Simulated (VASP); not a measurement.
# BaF2 (Fm-3m) in VASP: a series of runs

The runs below take BaF2 through single point, with revPBE, PBE+D3(BJ), revPBE+D3(BJ).

All numbers are computed with VASP 6.6.1; they aren't measurements. Logs are shortened: lines on timing, memory, paths and dates and some standing lists are left out, and cuts for length are marked.

### 1 The cell of the first run

Symmetry: Fm-3m, No. 225, cubic system. Conventional cell: a = 6.288 Å, b = 6.288 Å, c = 6.288 Å, α = 90.00°, β = 90.00°, γ = 90.00°. Within 3.6 Å of Ba (site symmetry m-3m) lie 8 F at 2.72 Å. F (site symmetry -43m) has 4 Ba at 2.72 Å and 6 F at 3.14 Å within 3.6 Å.

### 2 Single point, revPBE (volume scaled by 0.98)

INCAR reads:

```
PREC = Accurate ; ENCUT = 600
EDIFF = 1E-6 ; ISMEAR = 0
SIGMA = 0.05 ; LREAL = F
LASPH = T ; NELM = 120
ALGO = Normal ; ISIF = 2
LWAVE = F ; LCHARG = T
GGA = RE ; LELF = T
LVHAR = T ; NBANDS = 19
GGA_COMPAT = F
```

KPOINTS reads:

```
Automatic mesh
0
Gamma
  6 6 6
```

POSCAR reads:

```
BaF2
1.0
    0.0000000000      3.1439884907      3.1439884907
    3.1439884907      0.0000000000      3.1439884907
    3.1439884907      3.1439884907      0.0000000000
Ba F
1 2
Direct
    0.0000000000      0.0000000000      0.0000000000
    0.2500000000      0.2500000000      0.2500000000
    0.7500000000      0.7500000000      0.7500000000
```

Potentials or basis: VASP PAW PBE potentials, release 64 (Ba_sv, F).

On the command line:

```
$ cat potpaw_PBE.64/Ba_sv/POTCAR potpaw_PBE.64/F/POTCAR > POTCAR
$ mpirun -np 1 vasp_std > vasp.out
```

OUTCAR:

```text
PREC = Accurate
   ENCUT = 600
   EDIFF = 1E-6
   ISMEAR = 0
   LREAL = F
   LASPH = T
   NELM = 120
   ISIF = 2
   GGA = RE

 ion  position               nearest neighbor table
   1  0.000  0.000  0.000-   3 2.72   3 2.72   3 2.72   2 2.72   3 2.72   2 2.72   2 2.72   2 2.72

   2  0.250  0.250  0.250-   1 2.72   1 2.72   1 2.72   1 2.72
   3  0.750  0.750  0.750-   1 2.72   1 2.72   1 2.72   1 2.72

  LATTYP: Found a face centered cubic cell.
 ALAT       =     6.2879769814

  Lattice vectors:

 A1 = (   0.0000000000,   3.1439884907,   3.1439884907)
 A2 = (   3.1439884907,   0.0000000000,   3.1439884907)
 A3 = (   3.1439884907,   3.1439884907,   0.0000000000)

Analysis of symmetry for initial positions (statically):
=====================================================================
 Subroutine PRICEL returns:
 Original cell was already a primitive cell.

 Routine SETGRP: Setting up the symmetry group for a
 face centered cubic supercell.

 Subroutine GETGRP returns: Found 48 space group operations
 (whereof 48 operations were pure point group operations)
 out of a pool of 48 trial point group operations.

The static configuration has the point symmetry O_h .

Analysis of symmetry for dynamics (positions and initial velocities):
=====================================================================
 Subroutine PRICEL returns:
 Original cell was already a primitive cell.

 Routine SETGRP: Setting up the symmetry group for a
 face centered cubic supercell.

 Subroutine GETGRP returns: Found 48 space group operations
 (whereof 48 operations were pure point group operations)
 out of a pool of 48 trial point group operations.

The dynamic configuration has the point symmetry O_h .

 Subroutine INISYM returns: Found 48 space group operations
 (whereof 48 operations are pure point group operations),
 and found     1 'primitive' translations

----------------------------------------------------------------------------------------

                                     Primitive cell

  volume of cell :      62.1545

  direct lattice vectors                    reciprocal lattice vectors
     0.000000000  3.143988491  3.143988491    -0.159033661  0.159033661  0.159033661
     3.143988491  0.000000000  3.143988491     0.159033661 -0.159033661  0.159033661
     3.143988491  3.143988491  0.000000000     0.159033661  0.159033661 -0.159033661

  length of vectors
     4.446271163  4.446271163  4.446271163     0.275454381  0.275454381  0.275454381

  position of ions in fractional coordinates (direct lattice)
     0.000000000  0.000000000  0.000000000
     0.250000000  0.250000000  0.250000000
     0.750000000  0.750000000  0.750000000

  ion indices of the primitive-cell ions
   primitive index   ion index
                 1           1
                 2           2
                 3           3

----------------------------------------------------------------------------------------

 KPOINTS: Automatic mesh

Automatic generation of k-mesh.
 Grid dimensions read from file:
 generate k-points for:    6    6    6

 Generating k-lattice:

  Cartesian coordinates                     Fractional coordinates (reciprocal lattice)
    -0.026505610  0.026505610  0.026505610     0.166666667  0.000000000  0.000000000
     0.026505610 -0.026505610  0.026505610     0.000000000  0.166666667  0.000000000
     0.026505610  0.026505610 -0.026505610     0.000000000  0.000000000  0.166666667

  Length of vectors
     0.045909064  0.045909064  0.045909064

  Shift w.r.t. Gamma in fractional coordinates (k-lattice)
     0.000000000  0.000000000  0.000000000

 Subroutine IBZKPT returns following result:
 ===========================================

 Found     16 irreducible k-points:

 Following reciprocal coordinates:
            Coordinates               Weight
  0.000000  0.000000  0.000000      1.000000
  0.166667  0.000000  0.000000      8.000000
  0.333333  0.000000  0.000000      8.000000
  0.500000  0.000000  0.000000      4.000000
  0.166667  0.166667  0.000000      6.000000
  0.333333  0.166667  0.000000     24.000000
[... 8 lines left out ...]
 -0.333333  0.333333  0.166667     24.000000
 -0.333333  0.500000  0.166667     12.000000
   k-points           NKPTS =     16   k-points in BZ     NKDIM =     16   number of bands    NBANDS=     19
   number of dos      NEDOS =    301   number of ions     NIONS =      3
   total plane-waves  NPLWV =  46656
   dimension x,y,z NGX =    36 NGY =   36 NGZ =   36
   dimension x,y,z NGXF=    72 NGYF=   72 NGZF=   72
   ions per type =               1   2
   NGX,Y,Z   is equivalent  to a cutoff of  13.46, 13.46, 13.46 a.u.
   NGXF,Y,Z  is equivalent  to a cutoff of  26.92, 26.92, 26.92 a.u.
 SYSTEM =  unknown system
   PREC   = accura    normal or accurate (medium, high low for compatibility)
   ISTART =      0    job   : 0-new  1-cont  2-samecut
   ICHARG =      2    charge: 1-file 2-atom 10-const
   ISPIN  =      1    spin polarized calculation?
   LNONCOLLINEAR =      F non collinear calculations
   LSORBIT =      F    spin-orbit coupling
   LASPH  =      T    aspherical Exc in radial PAW
   ENCUT  =  600.0 eV  44.10 Ry    6.64 a.u.   8.88  8.88  8.88*2*pi/ulx,y,z
   NELM   =    120;   NELMIN=  2; NELMDL= -5     # of ELM steps
   EDIFF  = 0.1E-05   stopping-criterion for ELM
   LREAL  =      F    real-space projection
   EDIFFG = 0.1E-04   stopping-criterion for IOM
   NSW    =      0    number of steps for IOM
   IBRION =     -1    ionic relax: 0-MD 1-quasi-New 2-CG
   NFREE  =      0    steps in history (QN), initial steepest desc. (CG)
   ISIF   =      2    stress and relaxation
   ISYM   =      2    0-nonsym 1-usesym 2-fastsym
   POTIM  = 0.5000    time-step for ionic-motion
   TEBEG  =    0.0;   TEEND  =   0.0 temperature during run
   PSTRESS=    0.0 pullay stress
   NELECT =      24.0000    total number of electrons
   NUPDOWN=      -1.0000    fix difference up-down
   EMIN   =  10.00;   EMAX   =-10.00  energy-range for DOS
   EFERMI =   0.00;   METHOD = LEGACY
   ISMEAR =     0;   SIGMA  =   0.05  broadening in eV -4-tet -1-fermi 0-gaus
   EFERMI_NEDOS =   21; number of points for ismear=-14 and -15
   IALGO  =     38    algorithm
   IMIX   =      4    mixing-type and parameters
     AMIX     =   0.40;   BMIX     =  1.00
     AMIX_MAG =   1.60;   BMIX_MAG =  1.00
  volume/ion in A,a.u.               =      20.72       139.81
  Fermi-wavevector in a.u.,A,eV,Ry     =   1.192123  2.252785 19.336009  1.421157
  Thomas-Fermi vector in A             =   2.328168
   LORBIT       =      0    0 simple, 1 ext, 2 COOP (PROOUT), +10 PAW based schemes
   GGA     = RE    functional components
   LHFCALC =     F    Hartree Fock is set to
   AEXX    =    0.0000 exact exchange contribution
   IVDW    =     0    specifies the selected vdW correction
   LEPSILON=     F    determine dielectric tensor
   LRPA    =     F    only Hartree local field effects (RPA)
 non-spin polarized calculation
 Gauss-broadening in eV      SIGMA  =   0.05
  energy-cutoff  :      600.00
  volume of cell :       62.15
 maximum number of plane-waves:      2090
   NGX = 17   NGY = 17   NGZ = 17

 number of electron      24.0000019 magnetization

 Free energy of the ion-electron system (eV)
  ---------------------------------------------------
  ext. energy  EPLUGINS =         0.00000000
  ---------------------------------------------------
  free energy    TOTEN  =       -16.40385704 eV

  energy without entropy =      -16.40385704  energy(sigma->0) =      -16.40385704

 E-fermi :  -1.8727     XC(G=0):  -8.1962

 val. band max:       -2.0901484732   @ k =  -0.1667   0.1667   0.0000
 cond. band min:       4.7872227798   @ k =   0.0000   0.0000   0.0000
 fundamental gap:      6.8773712530
 Fermi energy:        -1.8726506832

 k-point     1 :       0.0000    0.0000    0.0000
  band No.  band energies     occupation
      1     -25.3729      2.00000
      2     -21.0431      2.00000
      3     -21.0405      2.00000
      4     -10.2742      2.00000
      5     -10.2742      2.00000
      6     -10.2742      2.00000
[... 11 lines left out ...]
     18       8.9927      0.00000
     19      13.3558      0.00000

 k-point     2 :       0.1667    0.0000    0.0000
  band No.  band energies     occupation
      1     -25.3342      2.00000
      2     -21.0908      2.00000
      3     -21.0631      2.00000
      4     -10.3112      2.00000
      5     -10.3072      2.00000
      6     -10.3072      2.00000
[... 11 lines left out ...]
     18       9.0184      0.00000
     19      12.3291      0.00000

 k-point     3 :       0.3333    0.0000    0.0000
  band No.  band energies     occupation
      1     -25.2536      2.00000
      2     -21.1961      2.00000
      3     -21.1021      2.00000
      4     -10.3758      2.00000
      5     -10.3712      2.00000
      6     -10.3712      2.00000
[... 11 lines left out ...]
     18       9.1066      0.00000
     19      11.2937      0.00000

 k-point     4 :       0.5000    0.0000    0.0000
  band No.  band energies     occupation
      1     -25.2115      2.00000
      2     -21.2511      2.00000
      3     -21.1211      2.00000
      4     -10.4039      2.00000
      5     -10.4022      2.00000
      6     -10.4022      2.00000
[... 231 lines left out ...]
     18      10.0511      0.00000
     19      12.2354      0.00000

 k-point    15 :      -0.3333    0.3333    0.1667
  band No.  band energies     occupation
      1     -25.1698      2.00000
      2     -21.2386      2.00000
      3     -21.2059      2.00000
      4     -10.5534      2.00000
      5     -10.3761      2.00000
      6     -10.3760      2.00000
[... 11 lines left out ...]
     18      11.1524      0.00000
     19      11.6642      0.00000

 k-point    16 :      -0.3333    0.5000    0.1667
  band No.  band energies     occupation
      1     -25.1556      2.00000
      2     -21.2755      2.00000
      3     -21.1927      2.00000
      4     -10.5988      2.00000
      5     -10.4782      2.00000
      6     -10.2564      2.00000
[... 11 lines left out ...]
     18      12.1063      0.00000
     19      12.3222      0.00000

------------------------ aborting loop because EDIFF is reached ----------------------------------------

  FORCE on cell =-STRESS in cart. coord.  units (eV):
  Direction    XX          YY          ZZ          XY          YZ          ZX
  --------------------------------------------------------------------------------------
  -------------------------------------------------------------------------------------
  Total        0.6998892      0.6998892      0.6998892      0.0000000     -0.0000000      0.0000000
  in kB       18.0412668     18.0412668     18.0412668      0.0000000     -0.0000000      0.0000000
  external PRESSURE =      18.0412668 kB  Pullay stress =       0.0000000 kB

 VOLUME and BASIS-vectors are now :
 -----------------------------------------------------------------------------
  energy-cutoff  :      600.00
  volume of cell :       62.15
      direct lattice vectors                 reciprocal lattice vectors
     0.000000000  3.143988491  3.143988491    -0.159033661  0.159033661  0.159033661
     3.143988491  0.000000000  3.143988491     0.159033661 -0.159033661  0.159033661
     3.143988491  3.143988491  0.000000000     0.159033661  0.159033661 -0.159033661

 POSITION                                       TOTAL-FORCE (eV/Angst)
 -----------------------------------------------------------------------------------
      0.00000      0.00000      0.00000         0.000000     -0.000000      0.000000
      1.57199      1.57199      1.57199        -0.000000     -0.000000     -0.000000
      4.71598      4.71598      4.71598         0.000000      0.000000      0.000000
 -----------------------------------------------------------------------------------
    total drift:                                0.000000      0.000000      0.000000

  FREE ENERGIE OF THE ION-ELECTRON SYSTEM (eV)
  ---------------------------------------------------
  free  energy   TOTEN  =       -16.4038570432 eV

  energy  without entropy=      -16.4038570432  energy(sigma->0) =      -16.40385704
```

Wall time 44 s (1 thread of Intel Xeon 8259CL, shared host); peak memory 0.21 GiB.

Results:

```yaml
Free_energy: -16.4039 eV
Pressure: 1.8 GPa
Band_gap_on_the_k_mesh: 6.88 eV, indirect (least direct gap 6.93 eV)
```

Caveat: the PAW data sets were made with another functional, which shifts forces and pressure a little; spin-orbit coupling is left out, which moves the levels of the heavy elements. A k mesh can miss the band edges.

### 3 Single point, revPBE (volume scaled by 0.96)

INCAR reads:

```
PREC = Accurate ; ENCUT = 600
EDIFF = 1E-6 ; ISMEAR = 0
SIGMA = 0.05 ; LREAL = F
LASPH = T ; NELM = 120
ALGO = Normal ; ISIF = 2
LWAVE = F ; LCHARG = F
GGA = RE ; NBANDS = 19
GGA_COMPAT = F
```

KPOINTS is that of step 2.

POSCAR reads:

```
BaF2
1.0
    0.0000000000      3.1224536471      3.1224536471
    3.1224536471      0.0000000000      3.1224536471
    3.1224536471      3.1224536471      0.0000000000
Ba F
1 2
Direct
    0.0000000000      0.0000000000      0.0000000000
    0.2500000000      0.2500000000      0.2500000000
    0.7500000000      0.7500000000      0.7500000000
```

Potentials or basis: VASP PAW PBE potentials, release 64 (Ba_sv, F).

On the command line:

```
$ cat potpaw_PBE.64/Ba_sv/POTCAR potpaw_PBE.64/F/POTCAR > POTCAR
$ mpirun -np 1 vasp_std > vasp.out
```

It took 42 s on 1 thread of Intel Xeon 8259CL, shared host; peak memory 0.21 GiB.

The run converged. Its results:

```
Free energy            : -16.3824 eV
Pressure               : 3.0 GPa
Band gap on the k mesh : 6.97 eV, indirect (least direct gap 7.03 eV)
```

Levels at points of the mesh, in eV from the valence-band top:
| k point | band 8 | band 9 | band 10 | band 11 | band 12 | band 13 | band 14 | band 15 | band 16 | band 17 |
| --- | --- | --- | --- | --- | --- | --- | --- | --- | --- | --- |
| (0.00, 0.00, 0.00) | -1.40 | -1.40 | -0.05 | -0.05 | -0.05 | 6.97 | 9.16 | 9.16 | 11.25 | 11.25 |
| (0.50, 0.00, 0.00) | -1.01 | -0.62 | -0.33 | -0.16 | -0.16 | 9.08 | 9.17 | 9.17 | 10.06 | 11.42 |
| (0.50, 0.50, 0.00) | -0.33 | -0.33 | -0.32 | -0.32 | -0.10 | 7.40 | 8.96 | 10.55 | 11.76 | 11.76 |

Caveat: the PAW data sets were made with another functional, which shifts forces and pressure a little; spin-orbit coupling is left out, which moves the levels of the heavy elements.

### 4 Single point, PBE+D3(BJ) (volume scaled by 1.04)

INCAR reads:

```
PREC = Accurate
ENCUT = 600
EDIFF = 1E-6
ISMEAR = 0
SIGMA = 0.05
LREAL = False
LASPH = True
NELM = 120
ALGO = Normal
ISIF = 2
LWAVE = False
LCHARG = False
GGA = PE
IVDW = 12
NBANDS = 19
GGA_COMPAT = False
```

KPOINTS is that of step 3.

POSCAR reads:

```
BaF2
1.0
    0.0000000000      3.1450255705      3.1450255705
    3.1450255705      0.0000000000      3.1450255705
    3.1450255705      3.1450255705      0.0000000000
Ba F
1 2
Direct
    0.0000000000      0.0000000000      0.0000000000
    0.2500000000      0.2500000000      0.2500000000
    0.7500000000      0.7500000000      0.7500000000
```

On the command line:

```
$ cat potpaw_PBE.64/Ba_sv/POTCAR potpaw_PBE.64/F/POTCAR > POTCAR
$ mpirun -np 1 vasp_std > vasp.out
```

Run time: 42 s. Hardware: 1 thread of Intel Xeon 8259CL, shared host; peak memory 0.22 GiB.

Results (log left out):

```
Free energy                : -17.5172 eV
Pressure                   : -1.3 GPa
Band gap on the k mesh     : 6.58 eV, indirect (least direct gap 6.63 eV)
Dispersion energy per atom : -0.128 eV
```

Levels at points of the mesh, in eV from the valence-band top:
| k point | band 9 | band 10 | band 11 | band 12 | band 13 | band 14 | band 15 | band 16 |
| --- | --- | --- | --- | --- | --- | --- | --- | --- |
| (0.00, 0.00, 0.00) | -1.36 | -0.05 | -0.05 | -0.05 | 6.58 | 9.02 | 9.02 | 11.05 |
| (0.50, 0.00, 0.00) | -0.61 | -0.34 | -0.16 | -0.16 | 8.85 | 9.00 | 9.00 | 9.62 |
| (0.50, 0.50, 0.00) | -0.34 | -0.30 | -0.30 | -0.08 | 7.17 | 8.79 | 10.41 | 11.61 |

Caveat: three body term missing; spin-orbit coupling is left out, which moves the levels of the heavy elements. A k mesh can miss the band edges.

### 5 Single point, revPBE+D3(BJ) (volume scaled by 1.02)

INCAR reads:

```
  ALGO = Normal
  EDIFF = 1E-6
  ENCUT = 600
  GGA = RE
  GGA_COMPAT = False
  ISIF = 2
  ISMEAR = 0
  IVDW = 12
  LASPH = True
  LCHARG = False
  LREAL = False
  LWAVE = False
  NBANDS = 19
  NELM = 120
  PREC = Accurate
  SIGMA = 0.05
```

KPOINTS reads:

```
k-points
0
Gamma
  6 6 6
```

POSCAR reads:

```
BaF2
1.0
    0.0000000000      3.1479237165      3.1479237165
    3.1479237165      0.0000000000      3.1479237165
    3.1479237165      3.1479237165      0.0000000000
Ba F
1 2
Direct
    0.0000000000      0.0000000000      0.0000000000
    0.2500000000      0.2500000000      0.2500000000
    0.7500000000      0.7500000000      0.7500000000
```

On the command line:

```
$ cat potpaw_PBE.64/Ba_sv/POTCAR potpaw_PBE.64/F/POTCAR > POTCAR
$ mpirun -np 1 vasp_std > vasp.out
```

Wall time 43 s (1 thread of Intel Xeon 8259CL, shared host); peak memory 0.22 GiB.

Results (log left out):

```yaml
Free_energy: -17.0861 eV
Pressure: -0.2 GPa
Band_gap_on_the_k_mesh: 6.86 eV, indirect (least direct gap 6.91 eV)
Dispersion_energy_per_atom: -0.226 eV
```

Levels at points of the mesh, in eV from the valence-band top:
| k point | band 10 | band 11 | band 12 | band 13 | band 14 | band 15 |
| --- | --- | --- | --- | --- | --- | --- |
| (0.00, 0.00, 0.00) | -0.05 | -0.05 | -0.05 | 6.86 | 9.07 | 9.07 |
| (0.50, 0.00, 0.00) | -0.33 | -0.16 | -0.16 | 8.93 | 9.07 | 9.07 |
| (0.50, 0.50, 0.00) | -0.29 | -0.29 | -0.08 | 7.35 | 8.83 | 10.40 |

Caveat: the PAW data sets were made with another functional, which shifts forces and pressure a little; spin-orbit coupling is left out, which moves the levels of the heavy elements. A k mesh can miss the band edges.

### 6 The runs side by side

| level | cell | gap on the mesh (eV) | pressure (GPa) |
| --- | --- | --- | --- |
| revPBE | a = 4.446 Å, angles 60.0°, 3 atoms | 6.88 | 1.8 |
| revPBE | a = 4.416 Å, angles 60.0°, 3 atoms | 6.97 | 3.0 |
| PBE+D3(BJ) | a = 4.448 Å, angles 60.0°, 3 atoms | 6.58 | -1.3 |
| revPBE+D3(BJ) | a = 4.452 Å, angles 60.0°, 3 atoms | 6.86 | -0.2 |

Alike in all rows: task single point; potentials or basis VASP PAW PBE potentials, release 64 (Ba_sv, F); no spin polarisation; k mesh 6 × 6 × 6; cutoff (eV) 600; smearing gaussian 0.05 eV.

Caveats: spin-orbit coupling is left out, which moves the levels of the heavy elements; the PAW data sets were made with another functional, which shifts forces and pressure a little (some runs); three body term missing (some runs).

Absolute energies hang on the potentials; compare differences alone.
